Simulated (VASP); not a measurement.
# Li2Se (Fm-3m) in VASP: notebook, part 3 of 3

VASP 6.6.1. The steps go on from the part before.

### 7 Relaxation of cell and atoms, PBEsol, target pressure -2 GPa, at which the enthalpy is minimised

This run uses another cell than the first one, of 17.51 Å³/atom, 1.053 times its volume.

File INCAR:

```
SYSTEM = Li2Se
PREC = Accurate
ENCUT = 750
EDIFF = 1E-7
ISMEAR = 0
SIGMA = 0.01
LREAL = .False.
LASPH = .True.
NELM = 120
ALGO = Normal
ISIF = 3
LWAVE = .False.
LCHARG = .False.
GGA = PS
IBRION = 2
NSW = 100
EDIFFG = -0.002
PSTRESS = -20.0
GGA_COMPAT = .False.
NELMIN = 4
```

File KPOINTS:

```
regular mesh
0
Gamma
  8 8 8
  0 0 0
```

File POSCAR:

```
Li2Se
1.0
    2.9723716276      2.9723716276      0.0000000000
   -2.9723716276      2.9723716276      0.0000000000
    0.0000000000      2.9723716276      2.9723716276
Li Se
2 1
Direct
    0.2500000000      0.7500000000      0.5000000000
    0.7500000000      0.2500000000      0.5000000000
    0.0000000000      0.0000000000      0.0000000000
```

Potentials or basis: VASP PAW PBE potentials, release 64 (Li_sv, Se).

Launch:

```bash
$ cat potpaw_PBE.64/Li_sv/POTCAR potpaw_PBE.64/Se/POTCAR > POTCAR
$ mpirun -np 1 vasp_std > vasp.out
```

OUTCAR:

```text
SYSTEM = Li2Se
   PREC = Accurate
   ENCUT = 750
   EDIFF = 1E-7
   ISMEAR = 0
   LREAL = .False.
   LASPH = .True.
   NELM = 120
   ISIF = 3
   GGA = PS
   IBRION = 2
   NSW = 100
   EDIFFG = -0.002
   PSTRESS = -20.0
   NELMIN = 4

 ion  position               nearest neighbor table
   1  0.250  0.750  0.500-   3 2.57   3 2.57   3 2.57   3 2.57
   2  0.750  0.250  0.500-   3 2.57   3 2.57   3 2.57   3 2.57
   3  0.000  0.000  0.000-   2 2.57   1 2.57   1 2.57   2 2.57   1 2.57   2 2.57   2 2.57   1 2.57

  LATTYP: Found a face centered cubic cell.
 ALAT       =     5.9447432552

  Lattice vectors:

 A1 = (   0.0000000000,   2.9723716276,   2.9723716276)
 A2 = (   2.9723716276,   0.0000000000,   2.9723716276)
 A3 = (   2.9723716276,   2.9723716276,   0.0000000000)

Analysis of symmetry for initial positions (statically):
=====================================================================
 Subroutine PRICEL returns:
 Original cell was already a primitive cell.

 Routine SETGRP: Setting up the symmetry group for a
 face centered cubic supercell.

 Subroutine GETGRP returns: Found 48 space group operations
 (whereof 48 operations were pure point group operations)
 out of a pool of 48 trial point group operations.

The static configuration has the point symmetry O_h .

Analysis of symmetry for dynamics (positions and initial velocities):
=====================================================================
 Subroutine PRICEL returns:
 Original cell was already a primitive cell.

 Routine SETGRP: Setting up the symmetry group for a
 face centered cubic supercell.

 Subroutine GETGRP returns: Found 48 space group operations
 (whereof 48 operations were pure point group operations)
 out of a pool of 48 trial point group operations.

The dynamic configuration has the point symmetry O_h .

 Subroutine INISYM returns: Found 48 space group operations
 (whereof 48 operations are pure point group operations),
 and found     1 'primitive' translations

----------------------------------------------------------------------------------------

                                     Primitive cell

  volume of cell :      52.5218

  direct lattice vectors                    reciprocal lattice vectors
     2.972371628  2.972371628  0.000000000     0.168215843  0.168215843 -0.168215843
    -2.972371628  2.972371628  0.000000000    -0.168215843  0.168215843 -0.168215843
     0.000000000  2.972371628  2.972371628     0.000000000  0.000000000  0.336431687

  length of vectors
     4.203568268  4.203568268  4.203568268     0.291358387  0.291358387  0.336431687

  position of ions in fractional coordinates (direct lattice)
     0.250000000  0.750000000  0.500000000
     0.750000000  0.250000000  0.500000000
     0.000000000  0.000000000  0.000000000

  ion indices of the primitive-cell ions
   primitive index   ion index
                 1           1
                 2           2
                 3           3

----------------------------------------------------------------------------------------

 KPOINTS: regular mesh

[... 47 lines left out ...]
  0.500000  0.250000  0.125000     24.000000
 [... further k-points ...]
   k-points           NKPTS =     29   k-points in BZ     NKDIM =     29   number of bands    NBANDS=     10
   number of dos      NEDOS =    301   number of ions     NIONS =      3
   total plane-waves  NPLWV =  64000
   dimension x,y,z NGX =    40 NGY =   40 NGZ =   40
   dimension x,y,z NGXF=    80 NGYF=   80 NGZF=   80
   ions per type =               2   1
   NGX,Y,Z   is equivalent  to a cutoff of  15.82, 15.82, 15.82 a.u.
   NGXF,Y,Z  is equivalent  to a cutoff of  31.64, 31.64, 31.64 a.u.
 SYSTEM =  Li2Se
   PREC   = accura    normal or accurate (medium, high low for compatibility)
   ISTART =      0    job   : 0-new  1-cont  2-samecut
   ICHARG =      2    charge: 1-file 2-atom 10-const
   ISPIN  =      1    spin polarized calculation?
   LNONCOLLINEAR =      F non collinear calculations
   LSORBIT =      F    spin-orbit coupling
   LASPH  =      T    aspherical Exc in radial PAW
   ENCUT  =  750.0 eV  55.12 Ry    7.42 a.u.   9.39  9.39  9.39*2*pi/ulx,y,z
   NELM   =    120;   NELMIN=  4; NELMDL= -5     # of ELM steps
   EDIFF  = 0.1E-06   stopping-criterion for ELM
   LREAL  =      F    real-space projection
   EDIFFG = -.2E-02   stopping-criterion for IOM
   NSW    =    100    number of steps for IOM
   IBRION =      2    ionic relax: 0-MD 1-quasi-New 2-CG
   NFREE  =      1    steps in history (QN), initial steepest desc. (CG)
   ISIF   =      3    stress and relaxation
   ISYM   =      2    0-nonsym 1-usesym 2-fastsym
   POTIM  = 0.5000    time-step for ionic-motion
   TEBEG  =    0.0;   TEEND  =   0.0 temperature during run
   PSTRESS=  -20.0 pullay stress
   NELECT =      12.0000    total number of electrons
   NUPDOWN=      -1.0000    fix difference up-down
   EMIN   =  10.00;   EMAX   =-10.00  energy-range for DOS
   EFERMI =   0.00;   METHOD = LEGACY
   ISMEAR =     0;   SIGMA  =   0.01  broadening in eV -4-tet -1-fermi 0-gaus
   EFERMI_NEDOS =   21; number of points for ismear=-14 and -15
   IALGO  =     38    algorithm
   IMIX   =      4    mixing-type and parameters
     AMIX     =   0.40;   BMIX     =  1.00
     AMIX_MAG =   1.60;   BMIX_MAG =  1.00
  volume/ion in A,a.u.               =      17.51       118.14
  Fermi-wavevector in a.u.,A,eV,Ry     =   1.000819  1.891273 13.628117  1.001638
  Thomas-Fermi vector in A             =   2.133200
   LORBIT       =      0    0 simple, 1 ext, 2 COOP (PROOUT), +10 PAW based schemes
   GGA     = PS    functional components
   LHFCALC =     F    Hartree Fock is set to
   AEXX    =    0.0000 exact exchange contribution
   IVDW    =     0    specifies the selected vdW correction
   LEPSILON=     F    determine dielectric tensor
   LRPA    =     F    only Hartree local field effects (RPA)
 conjugate gradient relaxation of ions
 non-spin polarized calculation
 Gauss-broadening in eV      SIGMA  =   0.01
  energy-cutoff  :      750.00
  volume of cell :       52.52
 maximum number of plane-waves:      2469
 NGX is ok and might be reduce to    40
   NGX = 19   NGY = 19   NGZ = 19

--------------------------------------- Ionic step        1  -------------------------------------------

 number of electron      12.0000000 magnetization

 Free energy of the ion-electron system (eV)
  ---------------------------------------------------
  ext. energy  EPLUGINS =         0.00000000
  ---------------------------------------------------
  free energy    TOTEN  =       -11.55990792 eV

  energy without entropy =      -11.55990792  energy(sigma->0) =      -11.55990792

------------------------ aborting loop because EDIFF is reached ----------------------------------------

  FORCE on cell =-STRESS in cart. coord.  units (eV):
  Direction    XX          YY          ZZ          XY          YZ          ZX
  --------------------------------------------------------------------------------------
  -------------------------------------------------------------------------------------
  Total        0.0043533      0.0043533      0.0043533     -0.0000000      0.0000000      0.0000000
  in kB        0.1327981      0.1327981      0.1327981     -0.0000000      0.0000000      0.0000000
  external PRESSURE =      20.1327981 kB  Pullay stress =     -20.0000000 kB
[... 104 lines left out ...]
--------------------------------------- Ionic step        4  -------------------------------------------

 number of electron      12.0000003 magnetization

 Free energy of the ion-electron system (eV)
  ---------------------------------------------------
  ext. energy  EPLUGINS =         0.00000000
  ---------------------------------------------------
  free energy    TOTEN  =       -11.53722546 eV

  energy without entropy =      -11.53722546  energy(sigma->0) =      -11.53722546

 E-fermi :   0.7916     XC(G=0):  -8.2571

 val. band max:        0.7332858847   @ k =   0.0000   0.0000   0.0000
 cond. band min:       3.5937299776   @ k =   0.5000   0.5000   0.0000
 fundamental gap:      2.8604440929
 Fermi energy:         0.7916014120

 k-point     1 :       0.0000    0.0000    0.0000
  band No.  band energies     occupation
      1     -43.3438      2.00000
      2     -43.3215      2.00000
      3     -10.5894      2.00000
      4       0.7333      2.00000
      5       0.7333      2.00000
      6       0.7333      2.00000
      7       3.8371      0.00000
      8       6.2829      0.00000
      9       6.2829      0.00000
     10       6.2829      0.00000
[... 287 lines left out ...]
 k-point    24 :       0.5000    0.2500    0.1250
  band No.  band energies     occupation
      1     -43.3322      2.00000
      2     -43.3322      2.00000
      3     -10.1950      2.00000
      4      -1.8056      2.00000
      5      -0.5335      2.00000
      6      -0.1600      2.00000
      7       5.9946      0.00000
      8       6.3003      0.00000
      9       8.2023      0.00000
     10       8.8725      0.00000

 [... further k-points ...]
[... 5 lines left out ...]
  --------------------------------------------------------------------------------------
  -------------------------------------------------------------------------------------
  Total       -0.7009671     -0.7009671     -0.7009671      0.0000000      0.0000000     -0.0000000
  in kB      -20.0609407    -20.0609407    -20.0609407      0.0000000      0.0000000     -0.0000000
  external PRESSURE =      -0.0609407 kB  Pullay stress =     -20.0000000 kB
[... 22 lines left out ...]
  energy  without entropy=      -11.5372254553  energy(sigma->0) =      -11.53722546

  enthalpy is  TOTEN    =       -12.2360631465 eV   P V=       -0.6988376911

 reached required accuracy - stopping structural energy minimisation
```

It took 2.1 min on 1 thread of Intel Xeon Platinum 8375C at 2.90GHz (Ice Lake), shared host; peak memory 0.25 GiB.

What came out:

```
Free energy                                            : -11.5372 eV
Relaxed volume                                         : 18.66 Å³/atom
Relaxed cell                                           : a = 4.294 Å, b = 4.294 Å, c = 4.294 Å, α = 60.00°, β = 60.00°, γ = 90.00°
Space group after relaxing (to 0.05 Å)                 : Fm-3m (No. 225)
Energy change on relaxing (the enthalpy is what falls) : +7.6 meV/atom
Ionic steps                                            : 4
Pressure after relaxing                                : -2.0 GPa
Band gap on the k mesh                                 : 2.86 eV, indirect (least direct gap 3.10 eV)
```

Step by step:
```tsv
step	energy change (eV)	largest force (eV/Å)	pressure (GPa)	volume (Å³)
1	0.0000	0.0000	0.01	52.52
2	0.0056	0.0000	-1.05	54.21
3	0.0252	0.0000	-2.10	56.18
4	0.0227	0.0000	-2.01	55.98
```

Final structure:
```xyz
3
Lattice="3.0363 3.0363 0.0000 -3.0363 3.0363 0.0000 0.0000 3.0363 3.0363" Properties=species:S:1:pos:R:3 pbc="T T T"
Li   -1.5181    4.5544    1.5181
Li    1.5181    4.5544    1.5181
Se    0.0000    0.0000    0.0000
```

Levels at points of the mesh, in eV from the valence-band top:
```tsv
k point	band 2	band 3	band 4	band 5	band 6	band 7	band 8	band 9	band 10
(0.00, 0.00, 0.00)	-44.05	-11.32	0.00	0.00	0.00	3.10	5.55	5.55	5.55
(0.50, 0.00, 0.00)	-44.07	-10.98	-2.83	-0.50	-0.50	4.89	5.87	5.87	7.64
(0.50, 0.50, 0.00)	-44.06	-10.88	-2.22	-1.38	-1.38	2.86	6.04	9.99	9.99
```

Caveat: the cell is relaxed towards a set pressure, so the enthalpy falls and the energy may rise; the PAW data sets were made with another functional, which shifts forces and pressure a little. A k mesh can miss the band edges.

### 8 The runs side by side

```csv
task,cell,gap on the mesh (eV),pressure (GPa)
single point,"a = 4.132 Å, angles 60.0, 60.0, 90.0°, 3 atoms",2.76,2.0
single point,"a = 4.204 Å, angles 60.0, 60.0, 90.0°, 3 atoms",2.81,0.0
single point,"a = 4.293 Å, angles 60.0, 60.0, 90.0°, 3 atoms",2.86,-2.0
relaxation of cell and atoms,"relaxed to -2 GPa from a = 4.204 Å, angles 60.0, 60.0, 90.0°, 3 atoms",2.86,-2.0
```

Alike in all rows: level PBEsol; potentials or basis VASP PAW PBE potentials, release 64 (Li_sv, Se); no spin polarisation; k mesh 8 × 8 × 8; cutoff (eV) 750; smearing gaussian 0.01 eV.

Caveats: the PAW data sets were made with another functional, which shifts forces and pressure a little; the cell is relaxed towards a set pressure, so the enthalpy falls and the energy may rise (some runs).

Absolute energies hang on the potentials; compare differences alone.
